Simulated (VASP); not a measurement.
# ScWF (P-6m2) in VASP: further runs, part 2 of 2

VASP 6.6.1. The steps go on from the part before.

### 4 Single point, PBE

This run uses another cell than the first one, of 17.30 Å³/atom, 1.018 times its volume.

Contents of INCAR:

```
PREC = Accurate ; ENCUT = 520
EDIFF = 1E-6 ; ISMEAR = 0
SIGMA = 0.1 ; LREAL = False
LASPH = True ; NELM = 100
ALGO = Normal ; ISIF = 2
LWAVE = False ; LCHARG = True
GGA = PE ; LELF = True
LVHAR = True ; NBANDS = 23
```

Contents of KPOINTS:

```
Automatic mesh
0
Gamma
  6 6 4
```

Contents of POSCAR:

```
ScWF
1.0
    3.9168255800      0.0000000000      0.0000000000
   -1.9584127900      3.3920704600      0.0000000000
    0.0000000000      0.0000000000      3.9069452700
Sc W F
1 1 1
Direct
    0.0000000000      0.0000000000      0.0000000000
    0.6666666700      0.3333333300      0.5000000000
    0.3333333300      0.6666666700      0.5000000000
```

Potentials or basis: VASP PAW PBE potentials, release 64 (Sc_sv, W_sv, F).

Launch:

```console
$ cat potpaw_PBE.64/Sc_sv/POTCAR potpaw_PBE.64/W_sv/POTCAR potpaw_PBE.64/F/POTCAR > POTCAR
$ mpirun -np 1 vasp_std > vasp.out
```

OUTCAR:

```text
PREC = Accurate
   ENCUT = 520
   EDIFF = 1E-6
   ISMEAR = 0
   LREAL = False
   LASPH = True
   NELM = 100
   ISIF = 2
   GGA = PE

 ion  position               nearest neighbor table
   1  0.000  0.000  0.000-   2 2.99   2 2.99   2 2.99   2 2.99   2 2.99   2 2.99
   2  0.667  0.333  0.500-   3 2.26   3 2.26   3 2.26   1 2.99   1 2.99   1 2.99   1 2.99   1 2.99
                             1 2.99
   3  0.333  0.667  0.500-   2 2.26   2 2.26   2 2.26

  LATTYP: Found a hexagonal cell.
 ALAT       =     3.9168255800
 C/A-ratio  =     0.9974774700

  Lattice vectors:

 A1 = (   3.9168255800,   0.0000000000,   0.0000000000)
 A2 = (  -1.9584127900,   3.3920704600,   0.0000000000)
 A3 = (   0.0000000000,   0.0000000000,   3.9069452700)

Analysis of symmetry for initial positions (statically):
=====================================================================
 Subroutine PRICEL returns:
 Original cell was already a primitive cell.

 Routine SETGRP: Setting up the symmetry group for a
 hexagonal supercell.

 Subroutine GETGRP returns: Found 12 space group operations
 (whereof 12 operations were pure point group operations)
 out of a pool of 24 trial point group operations.

The static configuration has the point symmetry D_3h.

Analysis of symmetry for dynamics (positions and initial velocities):
=====================================================================
 Subroutine PRICEL returns:
 Original cell was already a primitive cell.

 Routine SETGRP: Setting up the symmetry group for a
 hexagonal supercell.

 Subroutine GETGRP returns: Found 12 space group operations
 (whereof 12 operations were pure point group operations)
 out of a pool of 24 trial point group operations.

The dynamic configuration has the point symmetry D_3h.

 Subroutine INISYM returns: Found 12 space group operations
 (whereof 12 operations are pure point group operations),
[... 110 lines left out ...]
   EFERMI_NEDOS =   21; number of points for ismear=-14 and -15
   IALGO  =     38    algorithm
   IMIX   =      4    mixing-type and parameters
     AMIX     =   0.40;   BMIX     =  1.00
     AMIX_MAG =   1.60;   BMIX_MAG =  1.00
  volume/ion in A,a.u.               =      17.30       116.76
  Fermi-wavevector in a.u.,A,eV,Ry     =   1.393304  2.632964 26.412952  1.941297
  Thomas-Fermi vector in A             =   2.516963
   LORBIT       =      0    0 simple, 1 ext, 2 COOP (PROOUT), +10 PAW based schemes
   GGA     = PE    functional components
   LHFCALC =     F    Hartree Fock is set to
   AEXX    =    0.0000 exact exchange contribution
   IVDW    =     0    specifies the selected vdW correction
   LEPSILON=     F    determine dielectric tensor
   LRPA    =     F    only Hartree local field effects (RPA)
 non-spin polarized calculation
 Gauss-broadening in eV      SIGMA  =   0.10
  energy-cutoff  :      520.00
  volume of cell :       51.91
 maximum number of plane-waves:      1420
 NGX is ok and might be reduce to    30
   NGX = 15   NGY = 15   NGZ = 15

 number of electron      31.9999989 magnetization

 Free energy of the ion-electron system (eV)
  ---------------------------------------------------
  ext. energy  EPLUGINS =         0.00000000
  ---------------------------------------------------
  free energy    TOTEN  =       -20.08377224 eV

  energy without entropy =      -20.06985732  energy(sigma->0) =      -20.07681478

 E-fermi :   5.8234     XC(G=0): -10.9647

 val. band max:        5.8107171362   @ k =   0.3333   0.0000   0.5000
 cond. band min:       5.9069136441   @ k =   0.5000   0.0000   0.5000
 fundamental gap:      0.0961965079
 Fermi energy:         5.8233543785

 k-point     1 :       0.0000    0.0000    0.0000
  band No.  band energies     occupation
      1     -68.2795      2.00000
      2     -43.4542      2.00000
      3     -32.6852      2.00000
      4     -32.6852      2.00000
      5     -32.0219      2.00000
      6     -22.1173      2.00000
[... 535 lines left out ...]
     22       8.7722      0.00000
     23      10.1799      0.00000

------------------------ aborting loop because EDIFF is reached ----------------------------------------

  FORCE on cell =-STRESS in cart. coord.  units (eV):
  Direction    XX          YY          ZZ          XY          YZ          ZX
  --------------------------------------------------------------------------------------
  -------------------------------------------------------------------------------------
  Total       -1.4369626     -1.4369626      0.5952315      0.0000000      0.0000000      0.0000000
  in kB      -44.3526539    -44.3526540     18.3721546      0.0000000      0.0000000      0.0000000
  external PRESSURE =     -23.4443844 kB  Pullay stress =       0.0000000 kB

 VOLUME and BASIS-vectors are now :
 -----------------------------------------------------------------------------
  energy-cutoff  :      520.00
  volume of cell :       51.91
      direct lattice vectors                 reciprocal lattice vectors
     3.916825580  0.000000000  0.000000000     0.255308790  0.147402598  0.000000000
    -1.958412790  3.392070460  0.000000000     0.000000000  0.294805197  0.000000000
     0.000000000  0.000000000  3.906945270     0.000000000  0.000000000  0.255954443

 POSITION                                       TOTAL-FORCE (eV/Angst)
 -----------------------------------------------------------------------------------
      0.00000      0.00000      0.00000         0.000000     -0.000000      0.000000
      1.95841      1.13069      1.95347         0.000000     -0.000000      0.000000
     -0.00000      2.26138      1.95347        -0.000000      0.000000      0.000000
 -----------------------------------------------------------------------------------
    total drift:                                0.000014     -0.000008      0.000000

  FREE ENERGIE OF THE ION-ELECTRON SYSTEM (eV)
  ---------------------------------------------------
  free  energy   TOTEN  =       -20.0837722356 eV

  energy  without entropy=      -20.0698573157  energy(sigma->0) =      -20.07681478
```

OSZICAR:

```text
N       E                     dE             d eps       ncg     rms          rms(c)
DAV:   1     0.377701365066E+03    0.37770E+03   -0.16690E+04   982   0.153E+03
DAV:   2     0.107585479321E+02   -0.36694E+03   -0.35329E+03   974   0.503E+02
DAV:   3    -0.203386804727E+02   -0.31097E+02   -0.28564E+02  1399   0.133E+02
DAV:   4    -0.215674705376E+02   -0.12288E+01   -0.12136E+01  1266   0.288E+01
DAV:   5    -0.215904238261E+02   -0.22953E-01   -0.22911E-01  1294   0.296E+00    0.129E+01
DAV:   6    -0.202285641140E+02    0.13619E+01   -0.41886E+00  1428   0.197E+01    0.532E+00
DAV:   7    -0.200995957188E+02    0.12897E+00   -0.50036E-01  1259   0.582E+00    0.217E+00
DAV:   8    -0.200837605681E+02    0.15835E-01   -0.69827E-02  1484   0.228E+00    0.556E-01
DAV:   9    -0.200838256465E+02   -0.65078E-04   -0.10232E-02  1321   0.833E-01    0.227E-01
DAV:  10    -0.200837214940E+02    0.10415E-03   -0.18649E-03  1360   0.503E-01    0.950E-02
DAV:  11    -0.200838061658E+02   -0.84672E-04   -0.73994E-04  1332   0.286E-01    0.718E-02
DAV:  12    -0.200837723742E+02    0.33792E-04   -0.15601E-04  1325   0.125E-01    0.112E-02
DAV:  13    -0.200837722356E+02    0.13852E-06   -0.91968E-06   928   0.285E-02
   1 F= -.20083772E+02 E0= -.20076815E+02  d E =-.139149E-01
```

Run time: 15 s. Hardware: 1 thread of Intel Xeon 6975P-C (Granite Rapids), shared host; peak memory 0.18 GiB.

What came out:

* Free energy: -20.0838 eV
* Pressure: -2.3 GPa
* Band gap on the k mesh: zero (band 16 reaches 5.96 eV, above the bottom of band 17 at 5.60 eV)

Stress tensor (GPa, compression positive):
```
-4.44  0.00  0.00
 0.00 -4.44  0.00
 0.00  0.00  1.84
```

Caveat: the k points lie up to 0.40 Å⁻¹ apart; spin-orbit coupling is left out, which moves the levels of the heavy elements.

### 5 The runs side by side

| task | cell | k mesh | cutoff (eV) | gap on the mesh (eV) | pressure (GPa) |
| --- | --- | --- | --- | --- | --- |
| single point | a = 3.753, b = 3.753, c = 4.179 Å, angles 90.0, 90.0, 120.0°, 3 atoms | 15 × 15 × 12 | 520 | none | 0.3 |
| relaxation of cell and atoms | relaxed from a = 3.917, b = 3.917, c = 3.907 Å, angles 90.0, 90.0, 120.0°, 3 atoms | 15 × 15 × 12 | 600 | none | 0.0 |
| single point | a = 3.917, b = 3.917, c = 3.907 Å, angles 90.0, 90.0, 120.0°, 3 atoms | 6 × 6 × 4 | 520 | none | -2.3 |

Alike in all rows: level PBE; potentials or basis VASP PAW PBE potentials, release 64 (Sc_sv, W_sv, F); no spin polarisation; smearing gaussian 0.1 eV.

Caveats: some runs use coarse meshes; spin-orbit coupling is left out, which moves the levels of the heavy elements.

Absolute energies hang on the potentials; compare differences alone.
